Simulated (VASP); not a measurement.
Wanted: the native input for a VASP 6.6.1 run.

```
Task                   : single point
Functional             : PBE
Dispersion             : D3(BJ)
Potentials or basis    : VASP PAW PBE potentials, release 64 (Rb_sv)
Cutoff                 : 520 eV
k mesh                 : 12 × 12 × 6
Occupations            : gaussian, width 0.15 eV
Spin                   : no spin polarisation
Dipole correction      : no
Further INCAR settings : ALGO = Fast; EDIFF = 1e-07; NBANDS = 16
```

The structure of Rb lies in POSCAR:

```
Rb
1.0
    2.3759456726     -4.1581303482      0.0000000000
    2.3759456726      4.1581303482      0.0000000000
    0.0000000000      0.0000000000      8.7204733149
Rb
2
Direct
    0.8359965595      0.1640034405      0.7500000000
    0.1640034405      0.8359965595      0.2500000000
```

The input as run:

INCAR

```
ALGO = Fast ; EDIFF = 1E-7
ENCUT = 520 ; GGA = PE
ISIF = 2 ; ISMEAR = 0
IVDW = 12 ; LASPH = True
LCHARG = True ; LELF = True
LREAL = False ; LVHAR = True
LWAVE = False ; NBANDS = 16
NELM = 60 ; PREC = Accurate
SIGMA = 0.15
```

KPOINTS

```
k-points
0
Gamma
  12 12 6
```

Potentials or basis: VASP PAW PBE potentials, release 64 (Rb_sv).

Command:

```console
$ cat potpaw_PBE.64/Rb_sv/POTCAR > POTCAR
$ mpirun -np 1 vasp_std > vasp.out
```

It gave:

The pressure is 0.0 GPa, the band gap on the k mesh is zero (bands 9 and 10 overlap by 2.60 eV) and the dispersion energy per atom is -0.107 eV.

Run time: 6.7 min on 1 thread of Intel(R) Xeon(R) Platinum 8375C CPU @ 2.90GHz (Ice Lake) (shared host), peak memory 0.55 GiB.
